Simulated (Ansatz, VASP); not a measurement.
**AlCo: VASP beside Ansatz**

```
Al Co
1.0
     2.88040    0.00000    0.00000
     0.00000    2.88040    0.00000
     0.00000    0.00000    2.88040
Al Co
1 1
Direct
  0.00000 0.00000 0.00000
  0.50000 0.50000 0.50000
```

Alike in both runs: task single point; functional PBE; k mesh 20 × 20 × 20; occupations gaussian, width 0.1 eV; no spin polarisation.

|  | VASP | Ansatz |
| --- | --- | --- |
| version | VASP 6.6.1 | Ansatz 0.2.0 |
| potentials or method | VASP PAW PBE potentials, release 64 (Al, Co), cutoff 520 eV | scalar-relativistic, plane waves, PAW |
| valence electrons in the cell | 12 | 20 |

```csv
,VASP,Ansatz,Ansatz less VASP
gap on the k mesh at the Fermi level (eV),none,none,-
pressure (GPa),-5.0,-5.0,0.00
```

A gap of «none» marks a metal or a gap that the smearing closes. VASP's potentials hold 12 valence electrons a cell and Ansatz's 20, so a difference there can come from the potentials and not from the codes.
